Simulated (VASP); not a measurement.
Au: relaxation of the atoms with PBE

System: Au, a slab with vacuum.

```
Au
1.0
     2.94010    0.00000    0.00000
     0.00000    2.94010    0.00000
     0.00000    0.00000   22.23690
Au
4
Direct
  0.25000 0.25000 0.36114
  0.75000 0.75000 0.45328
  0.25000 0.25000 0.54672
  0.75000 0.75000 0.63886
```

| Property | Result |
| --- | --- |
| Program | VASP 6.6.1 |
| Task | relaxation of the atoms |
| Functional | PBE |
| Potentials or basis | VASP PAW PBE potentials, release 64 (Au) |
| Cutoff | 520 eV |
| k mesh | 12 × 12 × 1 |
| Occupations | fermi-dirac, width 0.05 eV |
| Spin | no spin polarisation |
| Dipole correction | yes |
| Further INCAR settings | ALGO = Normal; EDIFF = 1e-06; IBRION = 2; EDIFFG = -0.01; NSW = 32 |

```yaml
Largest_force_after_relaxing: 0.009 eV/Å
Band_gap_on_the_k_mesh: zero (bands 22 and 23 overlap by 3.98 eV)
```

Forces in eV/Å, atoms in the order of the input:
```
Au   0.000  0.000  0.009
Au   0.000  0.000  0.006
Au   0.000  0.000 -0.006
Au   0.000  0.000 -0.009
```

Final structure:
```yaml
crystal:
  lattice:
    - [2.94010, 0.00000, 0.00000]
    - [0.00000, 2.94010, 0.00000]
    - [0.00000, 0.00000, 22.23690]
  atoms:
    - { symbol: Au, position: [0.25000, 0.25000, 0.36114] }
    - { symbol: Au, position: [0.75000, 0.75000, 0.45328] }
    - { symbol: Au, position: [0.25000, 0.25000, 0.54672] }
    - { symbol: Au, position: [0.75000, 0.75000, 0.63886] }
```

Levels at points of the mesh, in eV from the Fermi level:
```tsv
k point	band 20	band 21	band 22	band 23	band 24	band 25
(0.00, 0.00, 0.00)	-1.96	-1.84	-1.73	-1.73	-0.30	1.54
(0.50, 0.00, 0.00)	-1.94	-0.21	-0.21	0.19	0.19	2.37
(0.50, 0.50, 0.00)	-1.21	2.26	2.26	4.53	4.53	4.83
```

Run time: 83 s on 4 MPI ranks on Oxide Virtual Turin-like Processor, on a shared host, peak memory 0.33 GiB a rank.

Caveat: the relaxation stopped at its first step, so nothing moved; spin-orbit coupling is left out, which moves the levels of the heavy elements.
